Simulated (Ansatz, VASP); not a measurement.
BaH: VASP beside Ansatz

INCAR

```
SYSTEM = BaH
PREC = Accurate
ENCUT = 910
EDIFF = 1E-7
ISMEAR = 0
SIGMA = 0.1
LREAL = .False.
LASPH = .True.
NELM = 120
ALGO = Normal
ISIF = 3
LWAVE = .False.
LCHARG = .False.
GGA = PE
IBRION = 2
NSW = 100
EDIFFG = -0.01
GGA_COMPAT = .False.
NELMIN = 4
```

KPOINTS

```
regular mesh
0
Gamma
  16 16 16
  0 0 0
```

Contents of POSCAR:

```
BaH
1.0
    3.5692506304      0.0000000000      0.0000000000
    0.0000000000      3.5692506304      0.0000000000
    0.0000000000      0.0000000000      3.5692506304
Ba H
1 1
Direct
    0.0000000000      0.0000000000      0.0000000000
    0.5000000000      0.5000000000      0.5000000000
```

Input for Ansatz:

```yaml
crystal:
  lattice:
    - [3.5692506304, 0.0, 0.0]
    - [0.0, 3.5692506304, 0.0]
    - [0.0, 0.0, 3.5692506304]
  atoms:
    - { symbol: Ba, position: [0.0, 0.0, 0.0] }
    - { symbol: H, position: [0.5, 0.5, 0.5] }
basis:
  ecutwfc: 420
kpoints:
  mp_grid: { grid: [16, 16, 16] }
hamiltonian:
  xc: pbe
scf:
  occupations: { method: gaussian, width: 0.1 }
output:
  forces: true
  stress: true
  eigenvalues: true
relax:
  adjacent_minimum: "off"
  f_tol: 0.01
  max_steps: 80
  cell: { stress_tol: 0.05 }
```

Change from the starting cell: species swapped into the YCu type (Pm-3m, No. 221).

Alike in both runs: task relaxation of cell and atoms; functional PBE; k mesh 16 × 16 × 16; occupations gaussian, width 0.1 eV; no spin polarisation.

|  | VASP | Ansatz |
| --- | --- | --- |
| version | VASP 6.6.1 | Ansatz 0.2.0 |
| potentials or method | VASP PAW PBE potentials, release 64 (Ba_sv, H_h), cutoff 910 eV | scalar-relativistic, plane waves, PAW |
| valence electrons in the cell | 11 | 11 |

```csv
,VASP,Ansatz,Ansatz less VASP
"gap on the k mesh at the Fermi level, each at its own relaxed structure (eV)",none,none,-
relaxed volume (Å³/atom),23.51,22.74,-0.770
relaxed length of the cell vector where the two differ most in proportion (Å),3.609,3.569,-0.0399
```

A gap of «none» marks a metal or a gap that the smearing closes.

Neither program's run includes spin-orbit coupling.
